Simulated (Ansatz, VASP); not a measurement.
# Two plane-wave programs on AlNi

Contents of POSCAR:

```
AlNi
1.0
    2.9000800262      0.0000000000      0.0000000000
    0.0000000000      2.9000800262      0.0000000000
    0.0000000000      0.0000000000      2.9000800262
Ni Al
1 1
Direct
    0.5000000000      0.5000000000      0.5000000000
    0.0000000000      0.0000000000      0.0000000000
```

File INCAR.step1:

```
ALGO = Normal
EDIFF = 1E-4
ENCUT = 520
GGA = PE
ISMEAR = -1
ISPIN = 2
LASPH = True
LCHARG = False
LMAXMIX = 4
LREAL = False
LWAVE = True
MAGMOM = 1 0
NBANDS = 18
NELM = 150
PREC = Accurate
SIGMA = 0.05
```

The input INCAR.step2:

```
ALGO = Normal
EDIFF = 1E-6
ENCUT = 520
ISIF = 2
ISMEAR = -1
ISPIN = 2
ISTART = 1
LASPH = True
LCHARG = False
LMAXMIX = 4
LMIXTAU = True
LORBIT = 11
LREAL = False
LWAVE = False
MAGMOM = 1 0
METAGGA = R2SCAN
NBANDS = 18
NELM = 150
PREC = Accurate
SIGMA = 0.05
```

The input KPOINTS:

```
k-points
0
Gamma
  9 9 9
```

input.yaml

```yaml
crystal:
  lattice:
    - [2.9000800262, 0.0, 0.0]
    - [0.0, 2.9000800262, 0.0]
    - [0.0, 0.0, 2.9000800262]
  atoms:
    - { symbol: Ni, position: [0.5, 0.5, 0.5], spin: 1.0 }
    - { symbol: Al, position: [0.0, 0.0, 0.0] }
hamiltonian:
  xc: r2scan
  pseudopotentials: { kind: paw }
magnetization:
  spin_polarized: true
kpoints:
  mp_grid: { grid: [9, 9, 9] }
scf:
  occupations: { method: fermi_dirac, width: 0.05 }
output:
  forces: true
  stress: true
  eigenvalues: true
  write_density: true
  write_potential: true
  elf: true
  volumetric_format: npy
```

Alike in both runs: task single point; functional r2SCAN; k mesh 9 × 9 × 9; occupations fermi-dirac, width 0.05 eV; collinear spin.

|  | VASP | Ansatz |
| --- | --- | --- |
| version | VASP 6.6.1 | Ansatz 0.2.0 |
| potentials or method | VASP PAW PBE potentials, release 64 (Ni, Al) | Ansatz PAW |
| plane-wave cutoff (eV) | 520 | 500 |
| valence electrons in the cell | 13 | 21 |

VASP gave:

- gap on the k mesh at the Fermi level (eV): none
- pressure (GPa): -6.5
- net moment per atom (μB): 0.00

What did Ansatz give for the same quantities?

gap on the k mesh at the Fermi level (eV): none; pressure (GPa): -6.3; net moment per atom (μB): 0.00.

VASP's potentials were made for PBE, not for r2SCAN. A gap of «none» marks a metal or a gap that the smearing closes. VASP's potentials hold 13 valence electrons a cell and Ansatz's 21, so a difference there can come from the potentials and not from the codes.

Noted on Ansatz's run: the magnetic or orbital state may not be the lowest.
